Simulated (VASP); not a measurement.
A run of VASP 6.6.1:

Contents of INCAR:

```
  ALGO = Normal
  EDIFF = 1E-8
  ENCUT = 520
  GGA = PE
  ISIF = 2
  ISMEAR = -1
  LASPH = T
  LCHARG = F
  LEFG = T
  LREAL = F
  LWAVE = F
  NBANDS = 16
  NELM = 80
  PREC = Accurate
  SIGMA = 0.03
```

Contents of KPOINTS:

```
k-points
0
Gamma
  8 8 8
```

POSCAR

```
CdSe
1.0
    0.0000000000      3.0702711986      3.1009739106
    3.0702711986      0.0000000000      3.1009739106
    3.0702711986      3.0702711986      0.0000000000
Cd Se
1 1
Direct
    0.0000000000      0.0000000000      0.0000000000
    0.2500000000      0.2500000000      0.2500000000
```

Potentials or basis: VASP PAW PBE potentials, release 64 (Cd, Se).

The run is started by

```console
$ cat potpaw_PBE.64/Cd/POTCAR potpaw_PBE.64/Se/POTCAR > POTCAR
$ mpirun -np 1 vasp_std > vasp.out
```

Hardware: 1 thread of Intel(R) Xeon(R) 6975P-C (Granite Rapids) (shared host).

Task: Estimate the wall time of this run.

Result: Run time: 47 s on 1 thread of Intel(R) Xeon(R) 6975P-C (Granite Rapids), with other jobs on the host, peak memory 0.2 GiB. Counts: scf iterations 16, k points 59.
